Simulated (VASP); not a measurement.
A run of VASP 6.6.1 is set up as follows.

File INCAR:

```
ALGO = Fast
EDIFF = 1E-7
ENCUT = 520
GGA = CA
ISIF = 2
ISMEAR = 0
LASPH = True
LCHARG = False
LREAL = False
LWAVE = False
NBANDS = 11
NELM = 60
PREC = Accurate
SIGMA = 0.15
```

Contents of KPOINTS:

```
k-points
0
Gamma
  22 22 22
```

POSCAR

```
Pt
1.0
    0.0000000000      2.0684515408      1.8280974718
    2.0684515408      0.0000000000      1.8280974718
    2.0684515408      2.0684515408      0.0000000000
Pt
1
Direct
    0.0000000000      0.0000000000      0.0000000000
```

Potentials or basis: VASP PAW LDA potentials, release 64 (Pt).

Launch:

```sh
$ cat potpaw_LDA.64/Pt/POTCAR > POTCAR
$ mpirun -np 1 vasp_std > vasp.out
```

Problem. Estimate the band gap on the k mesh.

Solution. Zero (band 5 reaches 11.27 eV, above the bottom of band 6 at 8.70 eV).

Problem. What does it give for the pressure?

Solution. -13.6 GPa.

Stress tensor (GPa, compression positive):
```
-15.71   0.00   0.00
  0.00 -15.71   0.00
  0.00   0.00  -9.49
```

Caveat: spin-orbit coupling is left out, which moves the levels of the heavy elements.
